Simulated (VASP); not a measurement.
# Be (P6_3/mmc) in VASP: a series of runs, part 2 of 2

VASP 6.6.1. Earlier steps stand in the parts before.

### Step 4. Single point, LDA

Input file INCAR:

```
SYSTEM = Be
ALGO = Normal ; EDIFF = 1E-7
ENCUT = 520 ; ISIF = 2
ISMEAR = -1 ; LASPH = .True.
LCHARG = .True. ; LELF = .True.
LREAL = .False. ; LVHAR = .True.
LWAVE = .False. ; NBANDS = 9
NELM = 80 ; PREC = Accurate
SIGMA = 0.1
```

Input file KPOINTS:

```
k-points
0
Gamma
  16 16 9
  0 0 0
```

Input file POSCAR:

```
Be
1.0
    2.2295160349      0.0000000000      0.0000000000
   -1.1147580175      1.9308175243      0.0000000000
    0.0000000000      0.0000000000      3.5083258361
Be
2
Direct
    0.3333333333      0.6666666667      0.2500000000
    0.6666666667      0.3333333333      0.7500000000
```

Potentials or basis: VASP PAW LDA potentials, release 64 (Be).

Launch:

```
$ cat potpaw_LDA.64/Be/POTCAR > POTCAR
$ mpirun -np 1 vasp_std > vasp.out
```

OUTCAR:

```text
SYSTEM = Be
   EDIFF = 1E-7
   ENCUT = 520
   ISIF = 2
   ISMEAR = -1
   LASPH = .True.
   LREAL = .False.
   NELM = 80
   PREC = Accurate

 ion  position               nearest neighbor table
   1  0.333  0.667  0.250-   2 2.18   2 2.18   2 2.18   2 2.18   2 2.18   2 2.18
   2  0.667  0.333  0.750-   1 2.18   1 2.18   1 2.18   1 2.18   1 2.18   1 2.18

  LATTYP: Found a hexagonal cell.
 ALAT       =     2.2295160349
 C/A-ratio  =     1.5735817914

  Lattice vectors:

 A1 = (   2.2295160349,   0.0000000000,   0.0000000000)
 A2 = (  -1.1147580175,   1.9308175243,   0.0000000000)
 A3 = (   0.0000000000,   0.0000000000,   3.5083258361)

Analysis of symmetry for initial positions (statically):
=====================================================================
 Subroutine PRICEL returns:
 Original cell was already a primitive cell.

 Routine SETGRP: Setting up the symmetry group for a
 hexagonal supercell.

 Subroutine GETGRP returns: Found 24 space group operations
 (whereof 12 operations were pure point group operations)
 out of a pool of 24 trial point group operations.

The static configuration has the point symmetry D_3d.
 The point group associated with its full space group is D_6h.

Analysis of symmetry for dynamics (positions and initial velocities):
=====================================================================
 Subroutine PRICEL returns:
 Original cell was already a primitive cell.

 Routine SETGRP: Setting up the symmetry group for a
 hexagonal supercell.

 Subroutine GETGRP returns: Found 24 space group operations
 (whereof 12 operations were pure point group operations)
 out of a pool of 24 trial point group operations.

The dynamic configuration has the point symmetry D_3d.
 The point group associated with its full space group is D_6h.

 Subroutine INISYM returns: Found 24 space group operations
 (whereof 12 operations are pure point group operations),
 and found     1 'primitive' translations

[... 115 lines left out ...]
  volume/ion in A,a.u.               =       7.55        50.96
  Fermi-wavevector in a.u.,A,eV,Ry     =   1.051343  1.986749 15.038807  1.105321
  Thomas-Fermi vector in A             =   2.186382
   LORBIT       =      0    0 simple, 1 ext, 2 COOP (PROOUT), +10 PAW based schemes
   GGA     = CA    functional components
   LHFCALC =     F    Hartree Fock is set to
   AEXX    =    0.0000 exact exchange contribution
   IVDW    =     0    specifies the selected vdW correction
   LEPSILON=     F    determine dielectric tensor
   LRPA    =     F    only Hartree local field effects (RPA)
 non-spin polarized calculation
  energy-cutoff  :      520.00
  volume of cell :       15.10
 maximum number of plane-waves:       424
 NGX is ok and might be reduce to    18
   NGX =  9   NGY =  9   NGZ = 13

 number of electron       4.0000000 magnetization

 Free energy of the ion-electron system (eV)
  ---------------------------------------------------
  ext. energy  EPLUGINS =         0.00000000
  ---------------------------------------------------
  free energy    TOTEN  =        -8.42548379 eV

  energy without entropy =       -8.42232612  energy(sigma->0) =       -8.42390495

 E-fermi :   7.0758     XC(G=0): -10.7733

 val. band max:        6.7792269344   @ k =   0.3125   0.1875   0.0000
 cond. band min:       7.0926090734   @ k =   0.3125   0.1250   0.0000
 fundamental gap:      0.3133821390
 Fermi energy:         7.0758246123

 k-point     1 :       0.0000    0.0000    0.0000
  band No.  band energies     occupation
      1      -4.3016      2.00000
      2       2.5475      2.00000
      3       8.5489      0.00000
      4      23.4467      0.00000
      5      23.4467      0.00000
      6      26.3776      0.00000
      7      26.3776      0.00000
      8      28.4989      0.00000
      9      35.1401      0.00000
[... 265 lines left out ...]
 k-point    24 :       0.2500    0.1875    0.0000
  band No.  band energies     occupation
      1      -0.1243      2.00000
      2       8.0532      0.00011
      3       8.1609      0.00004
      4      11.1268      0.00000
      5      15.1643      0.00000
      6      19.3433      0.00000
      7      22.4787      0.00000
      8      23.5381      0.00000
      9      24.7700      0.00000

 [... further k-points ...]
[... 5 lines left out ...]
  --------------------------------------------------------------------------------------
  -------------------------------------------------------------------------------------
  Total        0.0394403      0.0394403      0.0435339     -0.0000000      0.0000000     -0.0000000
  in kB        4.1840737      4.1840737      4.6183482     -0.0000000      0.0000000     -0.0000000
  external PRESSURE =       4.3288319 kB  Pullay stress =       0.0000000 kB

 VOLUME and BASIS-vectors are now :
 -----------------------------------------------------------------------------
  energy-cutoff  :      520.00
  volume of cell :       15.10
      direct lattice vectors                 reciprocal lattice vectors
     2.229516035  0.000000000  0.000000000     0.448527835  0.258957666  0.000000000
    -1.114758018  1.930817524  0.000000000     0.000000000  0.517915332  0.000000000
     0.000000000  0.000000000  3.508325836     0.000000000  0.000000000  0.285036239

 POSITION                                       TOTAL-FORCE (eV/Angst)
 -----------------------------------------------------------------------------------
     -0.00000      1.28721      0.87708         0.000000      0.000000      0.000000
      1.11476      0.64361      2.63124        -0.000000      0.000000      0.000000
 -----------------------------------------------------------------------------------
    total drift:                                0.000000     -0.000000      0.000000

  FREE ENERGIE OF THE ION-ELECTRON SYSTEM (eV)
  ---------------------------------------------------
  free  energy   TOTEN  =        -8.4254837874 eV

  energy  without entropy=       -8.4223261185  energy(sigma->0) =       -8.42390495
```

OSZICAR:

```text
N       E                     dE             d eps       ncg     rms          rms(c)
DAV:   1    -0.429072393768E+01   -0.42907E+01   -0.18423E+03  2764   0.368E+02
DAV:   2    -0.843284276918E+01   -0.41421E+01   -0.40296E+01  3923   0.463E+01
DAV:   3    -0.848279110052E+01   -0.49948E-01   -0.49395E-01  3006   0.343E+00
DAV:   4    -0.848285087677E+01   -0.59776E-04   -0.59775E-04  3235   0.982E-02
DAV:   5    -0.848285088222E+01   -0.54455E-08   -0.57068E-08  2977   0.125E-03    0.128E+00
DAV:   6    -0.844353152739E+01    0.39319E-01   -0.26536E-03  2997   0.338E-01    0.770E-01
DAV:   7    -0.842549311704E+01    0.18038E-01   -0.43414E-03  3177   0.423E-01    0.202E-02
DAV:   8    -0.842548486771E+01    0.82493E-05   -0.12638E-05  2956   0.279E-02    0.538E-03
DAV:   9    -0.842548379472E+01    0.10730E-05   -0.55941E-07  3236   0.570E-03    0.586E-04
DAV:  10    -0.842548378741E+01    0.73030E-08   -0.12129E-09  1712   0.283E-04
   1 F= -.84254838E+01 E0= -.84239050E+01  d E =-.315767E-02
```

stdout:

```text
POSCAR found type information on POSCAR Be
 POSCAR found :  1 types and       2 ions
 scaLAPACK will be used
 LDA part: xc-table for (Slater(with rela. corr.)+CA(PZ))
 , standard interpolation
 POSCAR, INCAR and KPOINTS ok, starting setup
 FFT: planning ... GRIDC
 FFT: planning ... GRID_SOFT
 FFT: planning ... GRID
 WAVECAR not read
 entering main loop
```

Wall time 14 s (1 thread of Intel Xeon Platinum 8259CL at 2.50GHz (Skylake/Cascade Lake), shared host); peak memory 0.13 GiB.

What came out:

* Free energy: -8.4255 eV
* Pressure: 0.4 GPa
* Band gap on the k mesh: zero (band 2 reaches 8.05 eV, above the bottom of band 3 at 6.47 eV)

Levels at points of the mesh, in eV from the Fermi level:
| k point | band 1 | band 2 | band 3 | band 4 | band 5 |
| --- | --- | --- | --- | --- | --- |
| (0.00, 0.00, 0.00) | -11.38 | -4.53 | 1.47 | 16.37 | 16.37 |
| (0.50, 0.00, 0.00) | -5.08 | -3.05 | 3.76 | 6.75 | 7.15 |

### Step 5. Single point, LDA

Input file INCAR:

```
SYSTEM = Be
ALGO     = Normal         ! electronic algorithm
EDIFF    = 1E-6           ! SCF threshold, eV
ENCUT    = 520            ! plane-wave cutoff, eV
GGA      = CA             ! functional
ISIF     = 2              ! what is computed and relaxed
ISMEAR   = -1             ! smearing method
LASPH    = .True.         ! aspherical terms in the spheres
LCHARG   = .False.        ! write CHGCAR
LREAL    = .False.        ! projectors in reciprocal space
LWAVE    = .False.        ! write WAVECAR
NBANDS   = 9              ! bands
NELM     = 100            ! most SCF steps
PREC     = Accurate       ! precision mode
SIGMA    = 0.1            ! smearing width, eV
```

KPOINTS is that of step 4.

POSCAR is that of step 4.

Potentials or basis: VASP PAW LDA potentials, release 64 (Be).

Launch:

```
$ cat potpaw_LDA.64/Be/POTCAR > POTCAR
$ mpirun -np 1 vasp_std > vasp.out
```

OUTCAR:

```text
SYSTEM = Be
   EDIFF = 1E-6
   ENCUT = 520
   GGA = CA
   ISIF = 2
   ISMEAR = -1
   LASPH = .True.
   LREAL = .False.
   NELM = 100
   PREC = Accurate

 ion  position               nearest neighbor table
   1  0.333  0.667  0.250-   2 2.18   2 2.18   2 2.18   2 2.18   2 2.18   2 2.18
   2  0.667  0.333  0.750-   1 2.18   1 2.18   1 2.18   1 2.18   1 2.18   1 2.18

  LATTYP: Found a hexagonal cell.
 ALAT       =     2.2295160349
 C/A-ratio  =     1.5735817914

  Lattice vectors:

[... 477 lines left out ...]
------------------------ aborting loop because EDIFF is reached ----------------------------------------

  FORCE on cell =-STRESS in cart. coord.  units (eV):
  Direction    XX          YY          ZZ          XY          YZ          ZX
  --------------------------------------------------------------------------------------
  -------------------------------------------------------------------------------------
  Total        0.0394395      0.0394395      0.0435330     -0.0000000      0.0000000      0.0000000
  in kB        4.1839865      4.1839865      4.6182520     -0.0000000      0.0000000      0.0000000
  external PRESSURE =       4.3287417 kB  Pullay stress =       0.0000000 kB

 VOLUME and BASIS-vectors are now :
 -----------------------------------------------------------------------------
  energy-cutoff  :      520.00
  volume of cell :       15.10
      direct lattice vectors                 reciprocal lattice vectors
     2.229516035  0.000000000  0.000000000     0.448527835  0.258957666  0.000000000
    -1.114758018  1.930817524  0.000000000     0.000000000  0.517915332  0.000000000
     0.000000000  0.000000000  3.508325836     0.000000000  0.000000000  0.285036239

 POSITION                                       TOTAL-FORCE (eV/Angst)
 -----------------------------------------------------------------------------------
     -0.00000      1.28721      0.87708         0.000000      0.000000      0.000000
      1.11476      0.64361      2.63124        -0.000000      0.000000      0.000000
 -----------------------------------------------------------------------------------
    total drift:                                0.000000     -0.000000      0.000000

  FREE ENERGIE OF THE ION-ELECTRON SYSTEM (eV)
  ---------------------------------------------------
  free  energy   TOTEN  =        -8.4254837877 eV

  energy  without entropy=       -8.4223261188  energy(sigma->0) =       -8.42390495
```

It took 18 s on 1 thread of Intel Xeon Platinum 8259CL at 2.50GHz (Skylake/Cascade Lake), shared host; peak memory 0.12 GiB.

Results:

* Free energy: -8.4255 eV
* Pressure: 0.4 GPa
* Band gap on the k mesh: zero (band 2 reaches 8.05 eV, above the bottom of band 3 at 6.47 eV)

### Step 6. Single point, LDA

Input file INCAR:

```
PREC = Accurate
ENCUT = 520
EDIFF = 1E-6
ISMEAR = -1
SIGMA = 0.01
LREAL = F
LASPH = T
NELM = 60
ALGO = Normal
ISIF = 2
LWAVE = F
LCHARG = F
NBANDS = 9
```

Input file KPOINTS:

```
regular mesh
0
Gamma
  16 16 9
```

POSCAR is that of step 5.

Potentials or basis: VASP PAW LDA potentials, release 64 (Be).

Launch:

```
$ cat potpaw_LDA.64/Be/POTCAR > POTCAR
$ mpirun -np 1 vasp_std > vasp.out
```

Run time: 18 s. Hardware: 1 thread of Intel Xeon Platinum 8259CL at 2.50GHz (Skylake/Cascade Lake), shared host; peak memory 0.12 GiB.

The run converged. Its results:

```yaml
Free_energy: -8.4236 eV
Pressure: 0.4 GPa
Band_gap_on_the_k_mesh: zero (band 2 reaches 8.05 eV, above the bottom of band 3 at 6.47 eV)
```

Stress tensor (GPa, compression positive):
```
0.56 0.00 0.00
0.00 0.56 0.00
0.00 0.00 0.20
```

Levels at points of the mesh, in eV from the Fermi level:
```csv
k point,band 1,band 2,band 3,band 4,band 5
"(0.00, 0.00, 0.00)",-11.41,-4.56,1.44,16.34,16.34
"(0.50, 0.00, 0.00)",-5.11,-3.08,3.73,6.71,7.12
```

### Step 7. Overview

```csv
k mesh,smearing,gap on the mesh (eV),pressure (GPa)
13 × 13 × 7,fermi-dirac 0.1 eV,none,0.5
16 × 16 × 9,fermi-dirac 0.1 eV,none,0.4
16 × 16 × 9,fermi-dirac 0.01 eV,none,0.4
```

Alike in all rows: task single point; level LDA; potentials or basis VASP PAW LDA potentials, release 64 (Be); no spin polarisation; cell as given; cutoff (eV) 520.

Every run on the cell as given and a fine mesh finds a metal.

Absolute energies hang on the potentials; compare differences alone.
